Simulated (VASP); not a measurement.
Input of a VASP 6.6.1 run:

File INCAR:

```
ALGO = Normal ; EDIFF = 1E-6
ENCUT = 520 ; ISIF = 2
ISMEAR = 0 ; LASPH = T
LCHARG = F ; LREAL = F
LWAVE = F ; NBANDS = 16
NELM = 80 ; PREC = Accurate
SIGMA = 0.01
```

Contents of KPOINTS:

```
k-points
0
Gamma
  9 9 6
```

POSCAR

```
AlN
1.0
    3.1130000000      0.0000000000      0.0000000000
   -1.5565000000      2.6959370820      0.0000000000
    0.0000000000      0.0000000000      4.9909620000
Al N
2 2
Direct
    0.3333333333      0.6666666667     -0.0007480699
    0.6666666667      0.3333333333      0.4992519301
    0.3333333333      0.6666666667      0.3807480699
    0.6666666667      0.3333333333      0.8807480699
```

Potentials or basis: VASP PAW LDA potentials, release 64 (Al, N).

Command:

```bash
$ cat potpaw_LDA.64/Al/POTCAR potpaw_LDA.64/N/POTCAR > POTCAR
$ mpirun -np 1 vasp_std > vasp.out
```

Q: Estimate the band gap on the k mesh.

A: 4.21 eV.

Q: Estimate the pressure.

A: -4.5 GPa.

Caveat: the cell stands under tension. A k mesh can miss the band edges.
